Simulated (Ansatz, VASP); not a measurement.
**S: VASP beside Ansatz**

```xyz
1
Lattice="14.0000 0.0000 0.0000 0.0000 14.4000 0.0000 0.0000 0.0000 14.8000" Properties=species:S:1:pos:R:3 pbc="T T T"
S     7.0000    7.2000    7.4000
```

Alike in both runs: task single point; functional HSE06; k mesh 1 × 1 × 1; occupations fermi-dirac, width 0.01 eV; collinear spin.

|  | VASP | Ansatz |
| --- | --- | --- |
| version | VASP 6.6.1 | Ansatz 0.2.0 |
| potentials or method | VASP PAW PBE potentials, release 64 (S), cutoff 520 eV | plane waves (420 eV) with PAW, scalar-relativistic |
| valence electrons in the cell | 6 | 6 |

|  | VASP | Ansatz | Ansatz less VASP |
| --- | --- | --- | --- |
| gap on the k mesh at the Fermi level (eV) | 2.32 | 2.26 | -0.060 |
| net moment per atom (μB) | 2.00 | 2.00 | 0.000 |
| size of the moment on the site where the two differ most (μB) | 1.12 | 2.00 | +0.882 |

Site moments also hang on the region over which each program counts them. Ansatz's warnings: stability check not made.
